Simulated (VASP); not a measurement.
# WSe3 (Pmmn) in VASP: notebook

The runs below take WSe3 through single point, relaxation of cell and atoms, with PBE.

Program: VASP 6.6.1. These are calculated values, not measurements. Logs are shortened: lines on timing, memory, paths and dates and some standing lists are left out, and cuts for length are marked.

**1. The cell of the first run**

Symmetry: Pmmn, No. 59, orthorhombic system. Conventional cell: a = 3.343 Å, b = 7.857 Å, c = 7.888 Å, α = 90.00°, β = 90.00°, γ = 90.00°. Within 3.4 Å of W (site symmetry mm2) lie 8 Se at 2.55 to 2.70 Å and 2 W at 3.34 Å. Within 3.4 Å of Se (site symmetry mm2) lie 2 W at 2.55 Å and 6 Se at 3.14 to 3.34 Å. Se (site symmetry m) has 3 W at 2.65 to 2.70 Å and 7 Se at 2.86 to 3.34 Å within 3.5 Å.

The cell was generated, and may not be a known phase.

**2. Single point, PBE**

INCAR reads:

```
SYSTEM = WSe3
PREC     = Accurate       ! precision mode
ENCUT    = 520            ! plane-wave cutoff, eV
EDIFF    = 1E-6           ! SCF threshold, eV
ISMEAR   = 0              ! smearing method
SIGMA    = 0.1            ! smearing width, eV
LREAL    = .FALSE.        ! projectors in reciprocal space
LASPH    = .TRUE.         ! aspherical terms in the spheres
NELM     = 60             ! most SCF steps
ALGO     = Normal         ! electronic algorithm
ISIF     = 2              ! what is computed and relaxed
LWAVE    = .FALSE.        ! write WAVECAR
LCHARG   = .FALSE.        ! write CHGCAR
GGA      = PE             ! functional
NBANDS   = 42             ! bands
```

KPOINTS reads:

```
Automatic mesh
0
G
  6 2 2
  0 0 0
```

POSCAR reads:

```
WSe3
1.0
    3.3430290113      0.0000000000      0.0000000000
    0.0000000000      7.8574645663      0.0000000000
    0.0000000000      0.0000000000      7.8876872717
W Se
2 6
Direct
    0.5000000000      0.5000000000      0.5284669493
    0.0000000000      0.0000000000      0.4715330507
    0.0000000000      0.5000000000      0.7723567085
    0.5000000000      0.0000000000      0.2276432915
    0.0000000000      0.6821393983      0.3420651592
    0.5000000000      0.8178606017      0.6579348408
    0.0000000000      0.3178606017      0.3420651592
    0.5000000000      0.1821393983      0.6579348408
```

Potentials or basis: VASP PAW PBE potentials, release 64 (W_sv, Se).

Run with:

```console
$ cat potpaw_PBE.64/W_sv/POTCAR potpaw_PBE.64/Se/POTCAR > POTCAR
$ mpirun -np 1 vasp_std > vasp.out
```

OUTCAR:

```text
SYSTEM = WSe3
   PREC = Accurate
   ENCUT = 520
   EDIFF = 1E-6
   ISMEAR = 0
   LREAL = .FALSE.
   LASPH = .TRUE.
   NELM = 60
   ISIF = 2
   GGA = PE

 ion  position               nearest neighbor table
   1  0.500  0.500  0.528-   3 2.55   3 2.55   7 2.65   5 2.65   5 2.65   7 2.65   8 2.70   6 2.70

   2  0.000  0.000  0.472-   4 2.55   4 2.55   8 2.65   6 2.65   6 2.65   8 2.65   5 2.70   7 2.70

   3  0.000  0.500  0.772-   1 2.55   1 2.55
   4  0.500  0.000  0.228-   2 2.55   2 2.55
   5  0.000  0.682  0.342-   1 2.65   1 2.65   2 2.70
   6  0.500  0.818  0.658-   2 2.65   2 2.65   1 2.70
   7  0.000  0.318  0.342-   1 2.65   1 2.65   2 2.70
   8  0.500  0.182  0.658-   2 2.65   2 2.65   1 2.70

  LATTYP: Found a simple orthorhombic cell.
 ALAT       =     3.3430290113
 B/A-ratio  =     2.3504027455
 C/A-ratio  =     2.3594432609

  Lattice vectors:

 A1 = (   3.3430290113,   0.0000000000,   0.0000000000)
 A2 = (   0.0000000000,   7.8574645663,   0.0000000000)
 A3 = (   0.0000000000,   0.0000000000,   7.8876872717)

Analysis of symmetry for initial positions (statically):
=====================================================================
 Subroutine PRICEL returns:
 Original cell was already a primitive cell.

 Routine SETGRP: Setting up the symmetry group for a
 simple orthorhombic supercell.

 Subroutine GETGRP returns: Found  8 space group operations
 (whereof  4 operations were pure point group operations)
 out of a pool of  8 trial point group operations.

The static configuration has the point symmetry C_2v.
 The point group associated with its full space group is D_2h.

Analysis of symmetry for dynamics (positions and initial velocities):
=====================================================================
 Subroutine PRICEL returns:
 Original cell was already a primitive cell.

 Routine SETGRP: Setting up the symmetry group for a
 simple orthorhombic supercell.

 Subroutine GETGRP returns: Found  8 space group operations
 (whereof  4 operations were pure point group operations)
 out of a pool of  8 trial point group operations.

The dynamic configuration has the point symmetry C_2v.
 The point group associated with its full space group is D_2h.

 Subroutine INISYM returns: Found  8 space group operations
 (whereof  4 operations are pure point group operations),
 and found     1 'primitive' translations

----------------------------------------------------------------------------------------

                                     Primitive cell

  volume of cell :     207.1917

  direct lattice vectors                    reciprocal lattice vectors
     3.343029011  0.000000000  0.000000000     0.299129920  0.000000000  0.000000000
     0.000000000  7.857464566  0.000000000     0.000000000  0.127267516  0.000000000
     0.000000000  0.000000000  7.887687272     0.000000000  0.000000000  0.126779874

  length of vectors
     3.343029011  7.857464566  7.887687272     0.299129920  0.127267516  0.126779874

  position of ions in fractional coordinates (direct lattice)
     0.500000000  0.500000000  0.528466949
     0.000000000  0.000000000  0.471533051
     0.000000000  0.500000000  0.772356708
     0.500000000  0.000000000  0.227643292
     0.000000000  0.682139398  0.342065159
     0.500000000  0.817860602  0.657934841
     0.000000000  0.317860602  0.342065159
     0.500000000  0.182139398  0.657934841

  ion indices of the primitive-cell ions
   primitive index   ion index
                 1           1
                 2           2
                 3           3
                 4           4
                 5           5
                 6           6
                 7           7
                 8           8

----------------------------------------------------------------------------------------

 KPOINTS: Automatic mesh

Automatic generation of k-mesh.
 Grid dimensions read from file:
 generate k-points for:    6    2    2

 Generating k-lattice:

  Cartesian coordinates                     Fractional coordinates (reciprocal lattice)
     0.049854987  0.000000000  0.000000000     0.166666667  0.000000000  0.000000000
     0.000000000  0.063633758  0.000000000     0.000000000  0.500000000  0.000000000
     0.000000000  0.000000000  0.063389937     0.000000000  0.000000000  0.500000000

  Length of vectors
     0.049854987  0.063633758  0.063389937

  Shift w.r.t. Gamma in fractional coordinates (k-lattice)
     0.000000000  0.000000000  0.000000000

 Subroutine IBZKPT returns following result:
 ===========================================

 Found     16 irreducible k-points:

 Following reciprocal coordinates:
            Coordinates               Weight
  0.000000  0.000000  0.000000      1.000000
  0.166667  0.000000  0.000000      2.000000
  0.333333  0.000000  0.000000      2.000000
  0.500000  0.000000  0.000000      1.000000
  0.000000  0.500000  0.000000      1.000000
  0.166667  0.500000  0.000000      2.000000
[... 8 lines left out ...]
  0.333333  0.500000  0.500000      2.000000
  0.500000  0.500000  0.500000      1.000000
   k-points           NKPTS =     16   k-points in BZ     NKDIM =     16   number of bands    NBANDS=     42
   number of dos      NEDOS =    301   number of ions     NIONS =      8
   total plane-waves  NPLWV = 100800
   dimension x,y,z NGX =    28 NGY =   60 NGZ =   60
   dimension x,y,z NGXF=    56 NGYF=  120 NGZF=  120
   ions per type =               2   6
   NGX,Y,Z   is equivalent  to a cutoff of  13.92, 12.69, 12.65 a.u.
   NGXF,Y,Z  is equivalent  to a cutoff of  27.85, 25.39, 25.29 a.u.
 SYSTEM =  WSe3
   PREC   = accura    normal or accurate (medium, high low for compatibility)
   ISTART =      0    job   : 0-new  1-cont  2-samecut
   ICHARG =      2    charge: 1-file 2-atom 10-const
   ISPIN  =      1    spin polarized calculation?
   LNONCOLLINEAR =      F non collinear calculations
   LSORBIT =      F    spin-orbit coupling
   LASPH  =      T    aspherical Exc in radial PAW
   ENCUT  =  520.0 eV  38.22 Ry    6.18 a.u.   6.22 14.61 14.67*2*pi/ulx,y,z
   NELM   =     60;   NELMIN=  2; NELMDL= -5     # of ELM steps
   EDIFF  = 0.1E-05   stopping-criterion for ELM
   LREAL  =      F    real-space projection
   EDIFFG = 0.1E-04   stopping-criterion for IOM
   NSW    =      0    number of steps for IOM
   IBRION =     -1    ionic relax: 0-MD 1-quasi-New 2-CG
   NFREE  =      0    steps in history (QN), initial steepest desc. (CG)
   ISIF   =      2    stress and relaxation
   ISYM   =      2    0-nonsym 1-usesym 2-fastsym
   POTIM  = 0.5000    time-step for ionic-motion
   TEBEG  =    0.0;   TEEND  =   0.0 temperature during run
   PSTRESS=    0.0 pullay stress
   NELECT =      64.0000    total number of electrons
   NUPDOWN=      -1.0000    fix difference up-down
   EMIN   =  10.00;   EMAX   =-10.00  energy-range for DOS
   EFERMI =   0.00;   METHOD = LEGACY
   ISMEAR =     0;   SIGMA  =   0.10  broadening in eV -4-tet -1-fermi 0-gaus
   EFERMI_NEDOS =   21; number of points for ismear=-14 and -15
   IALGO  =     38    algorithm
   IMIX   =      4    mixing-type and parameters
     AMIX     =   0.40;   BMIX     =  1.00
     AMIX_MAG =   1.60;   BMIX_MAG =  1.00
  volume/ion in A,a.u.               =      25.90       174.77
  Fermi-wavevector in a.u.,A,eV,Ry     =   1.106651  2.091267 16.662739  1.224677
  Thomas-Fermi vector in A             =   2.243155
   LORBIT       =      0    0 simple, 1 ext, 2 COOP (PROOUT), +10 PAW based schemes
   GGA     = PE    functional components
   LHFCALC =     F    Hartree Fock is set to
   AEXX    =    0.0000 exact exchange contribution
   IVDW    =     0    specifies the selected vdW correction
   LEPSILON=     F    determine dielectric tensor
   LRPA    =     F    only Hartree local field effects (RPA)
 non-spin polarized calculation
 Gauss-broadening in eV      SIGMA  =   0.10
  energy-cutoff  :      520.00
  volume of cell :      207.19
 maximum number of plane-waves:      5612
 NGX is ok and might be reduce to    28
   NGX = 13   NGY = 29   NGZ = 29

 number of electron      63.9999995 magnetization

 Free energy of the ion-electron system (eV)
  ---------------------------------------------------
  ext. energy  EPLUGINS =         0.00000000
  ---------------------------------------------------
  free energy    TOTEN  =       -48.89945672 eV

  energy without entropy =      -48.88502842  energy(sigma->0) =      -48.89224257

 E-fermi :   3.7401     XC(G=0):  -9.0448

 val. band max:        3.7211282741   @ k =   0.0000   0.0000   0.5000
 cond. band min:       3.7853082522   @ k =   0.1667   0.0000   0.5000
 fundamental gap:      0.0641799781
 Fermi energy:         3.7401301627

 k-point     1 :       0.0000    0.0000    0.0000
  band No.  band energies     occupation
      1     -71.0883      2.00000
      2     -71.0882      2.00000
      3     -35.3217      2.00000
      4     -35.3202      2.00000
      5     -35.2449      2.00000
      6     -35.2428      2.00000
[... 34 lines left out ...]
     41       7.1304      0.00000
     42       7.2359      0.00000

 k-point     2 :       0.1667    0.0000    0.0000
  band No.  band energies     occupation
      1     -71.0873      2.00000
      2     -71.0872      2.00000
      3     -35.3557      2.00000
      4     -35.3543      2.00000
      5     -35.2399      2.00000
      6     -35.2381      2.00000
[... 34 lines left out ...]
     41       6.7469      0.00000
     42       7.6078      0.00000

 k-point     3 :       0.3333    0.0000    0.0000
  band No.  band energies     occupation
      1     -71.0853      2.00000
      2     -71.0852      2.00000
      3     -35.4228      2.00000
      4     -35.4221      2.00000
      5     -35.2297      2.00000
      6     -35.2287      2.00000
[... 34 lines left out ...]
     41       6.8951      0.00000
     42       7.6729      0.00000

 k-point     4 :       0.5000    0.0000    0.0000
  band No.  band energies     occupation
      1     -71.0842      2.00000
      2     -71.0842      2.00000
      3     -35.4558      2.00000
      4     -35.4558      2.00000
      5     -35.2243      2.00000
      6     -35.2243      2.00000
[... 484 lines left out ...]
     41       7.2673      0.00000
     42       7.2673      0.00000

 k-point    15 :       0.3333    0.5000    0.5000
  band No.  band energies     occupation
      1     -71.0852      2.00000
      2     -71.0852      2.00000
      3     -35.4225      2.00000
      4     -35.4225      2.00000
      5     -35.2292      2.00000
      6     -35.2292      2.00000
[... 34 lines left out ...]
     41       7.1729      0.00000
     42       7.1729      0.00000

 k-point    16 :       0.5000    0.5000    0.5000
  band No.  band energies     occupation
      1     -71.0842      2.00000
      2     -71.0842      2.00000
      3     -35.4559      2.00000
      4     -35.4559      2.00000
      5     -35.2243      2.00000
      6     -35.2243      2.00000
[... 34 lines left out ...]
     41       7.6379      0.00000
     42       7.6379      0.00000

------------------------ aborting loop because EDIFF is reached ----------------------------------------

  FORCE on cell =-STRESS in cart. coord.  units (eV):
  Direction    XX          YY          ZZ          XY          YZ          ZX
  --------------------------------------------------------------------------------------
  -------------------------------------------------------------------------------------
  Total        0.2674093      0.2873675      0.3117167      0.0000000      0.0000000      0.0000000
  in kB        2.0678303      2.2221634      2.4104518      0.0000000      0.0000000      0.0000000
  external PRESSURE =       2.2334818 kB  Pullay stress =       0.0000000 kB

 VOLUME and BASIS-vectors are now :
 -----------------------------------------------------------------------------
  energy-cutoff  :      520.00
  volume of cell :      207.19
      direct lattice vectors                 reciprocal lattice vectors
     3.343029011  0.000000000  0.000000000     0.299129920  0.000000000  0.000000000
     0.000000000  7.857464566  0.000000000     0.000000000  0.127267516  0.000000000
     0.000000000  0.000000000  7.887687272     0.000000000  0.000000000  0.126779874

 POSITION                                       TOTAL-FORCE (eV/Angst)
 -----------------------------------------------------------------------------------
      1.67151      3.92873      4.16838         0.000000      0.000000     -0.017652
      0.00000      0.00000      3.71931         0.000000      0.000000      0.017652
      0.00000      3.92873      6.09211         0.000000      0.000000      0.033107
      1.67151      0.00000      1.79558         0.000000      0.000000     -0.033107
      0.00000      5.35989      2.69810         0.000000      0.001425     -0.030480
      1.67151      6.42631      5.18958         0.000000     -0.001425      0.030480
      0.00000      2.49758      2.69810         0.000000     -0.001425     -0.030480
      1.67151      1.43115      5.18958         0.000000      0.001425      0.030480
 -----------------------------------------------------------------------------------
    total drift:                                0.000000      0.000000      0.000000

  FREE ENERGIE OF THE ION-ELECTRON SYSTEM (eV)
  ---------------------------------------------------
  free  energy   TOTEN  =       -48.8994567234 eV

  energy  without entropy=      -48.8850284245  energy(sigma->0) =      -48.89224257
```

It took 2.4 min on 1 thread of Intel Xeon Platinum 8488C (Sapphire Rapids), shared host; peak memory 0.37 GiB.

What came out:

| Property | Result |
| --- | --- |
| Free energy | -48.8995 eV |
| Pressure | 0.2 GPa |
| Largest force | 0.033 eV/Å |
| Band gap on the k mesh | zero (bands 32 and 33 overlap by 0.17 eV) |

Forces on the atoms (eV/Å):
```
W    0.000  0.000 -0.018
W    0.000  0.000  0.018
Se   0.000  0.000  0.033
Se   0.000  0.000 -0.033
Se   0.000  0.001 -0.030
Se   0.000 -0.001  0.030
Se   0.000 -0.001 -0.030
Se   0.000  0.001  0.030
```

Levels at points of the mesh, in eV from the Fermi level:
| k point | band 30 | band 31 | band 32 | band 33 | band 34 | band 35 |
| --- | --- | --- | --- | --- | --- | --- |
| (0.00, 0.00, 0.00) | -0.81 | -0.46 | -0.09 | 0.22 | 0.35 | 0.71 |
| (0.50, 0.00, 0.00) | -1.95 | -1.30 | -1.30 | 1.38 | 1.38 | 1.69 |
| (0.00, 0.50, 0.00) | -0.80 | -0.21 | -0.21 | -0.10 | -0.10 | 1.49 |
| (0.50, 0.50, 0.00) | -2.24 | -1.20 | -1.20 | 1.51 | 1.51 | 1.53 |
| (0.00, 0.00, 0.50) | -0.74 | -0.42 | -0.02 | 0.36 | 0.41 | 0.57 |
| (0.50, 0.00, 0.50) | -1.97 | -1.22 | -1.22 | 1.36 | 1.36 | 1.65 |
| (0.00, 0.50, 0.50) | -0.71 | -0.20 | -0.20 | -0.09 | -0.09 | 1.60 |
| (0.50, 0.50, 0.50) | -2.22 | -1.16 | -1.16 | 1.49 | 1.49 | 1.53 |

Caveat: the k points lie up to 0.40 Å⁻¹ apart; spin-orbit coupling is left out, which moves the levels of the heavy elements; this functional lacks dispersion, which binds layers or chains, so the pressure and a relaxed spacing across them are unreliable.

**3. Single point, PBE**

This run uses another cell than the first one, of 21.89 Å³/atom.

INCAR reads:

```
PREC = Accurate
ENCUT = 520
EDIFF = 1E-7
ISMEAR = 0
SIGMA = 0.1
LREAL = False
LASPH = True
NELM = 100
ALGO = Normal
ISIF = 2
LWAVE = False
LCHARG = False
GGA = PE
NBANDS = 42
```

KPOINTS reads:

```
regular mesh
0
Gamma
  4 4 4
```

POSCAR reads:

```
WSe3
1.0
    5.1236008400      0.0000000000      0.0000000000
    0.0000000000      6.1207453300      0.0000000000
    0.0000000000      0.0000000000      5.5838173300
W Se
2 6
Direct
    0.5000000000      0.5000000000      0.3354691300
    0.0000000000      0.0000000000      0.6645308700
    0.0000000000      0.5000000000      0.6626775900
    0.5000000000      0.0000000000      0.3373224100
    0.0000000000      0.7485336700      0.1632222100
    0.5000000000      0.7514663300      0.8367777900
    0.0000000000      0.2514663300      0.1632222100
    0.5000000000      0.2485336700      0.8367777900
```

Potentials or basis: VASP PAW PBE potentials, release 64 (W_sv, Se).

Run with:

```console
$ cat potpaw_PBE.64/W_sv/POTCAR potpaw_PBE.64/Se/POTCAR > POTCAR
$ mpirun -np 1 vasp_std > vasp.out
```

It took 3.8 min on 1 thread of Intel Xeon Platinum 8488C (Sapphire Rapids), shared host; peak memory 0.35 GiB.

Results (log left out):

```yaml
Free_energy: -38.9598 eV
Pressure: -14.4 GPa
Largest_force: 1.738 eV/Å
Band_gap_on_the_k_mesh: zero (bands 32 and 33 overlap by 0.22 eV)
```

Forces in eV/Å, atoms in the order of the input:
```
W    0.000  0.000 -0.203
W    0.000  0.000  0.203
Se   0.000  0.000 -1.738
Se   0.000  0.000  1.738
Se   0.000 -0.204  1.014
Se   0.000  0.204 -1.014
Se   0.000  0.204  1.014
Se   0.000 -0.204 -1.014
```

Stress tensor (GPa, compression positive):
```
-16.59   0.00   0.00
  0.00  -9.48   0.00
  0.00   0.00 -17.13
```

Levels at points of the mesh, in eV from the Fermi level:
```tsv
k point	band 30	band 31	band 32	band 33	band 34	band 35
(0.00, 0.00, 0.00)	-0.62	-0.34	-0.22	0.07	0.20	0.49
(0.50, 0.00, 0.00)	-0.42	0.08	0.08	0.23	0.23	0.35
(0.00, 0.50, 0.00)	-0.94	-0.64	-0.64	0.30	0.30	0.62
(0.50, 0.50, 0.00)	-0.82	-0.04	-0.04	0.29	0.29	0.34
(0.00, 0.00, 0.50)	-1.20	-0.60	-0.20	-0.14	-0.09	0.64
(0.50, 0.00, 0.50)	-0.76	-0.34	-0.34	-0.14	-0.14	0.60
(0.00, 0.50, 0.50)	-1.28	-1.19	-1.19	0.58	0.58	0.76
(0.50, 0.50, 0.50)	-1.31	-1.15	-1.15	0.39	0.39	0.52
```

Caveat: the stress differs along the axes, from -17 to -9 GPa; spin-orbit coupling is left out, which moves the levels of the heavy elements; forces of over 1 eV/Å act on the atoms, so gaps and moduli don't describe the material at rest.

(Part 1 of 2 ends here.)

The gap in the log of VASP goes by the Fermi energy; the results here count the filled bands.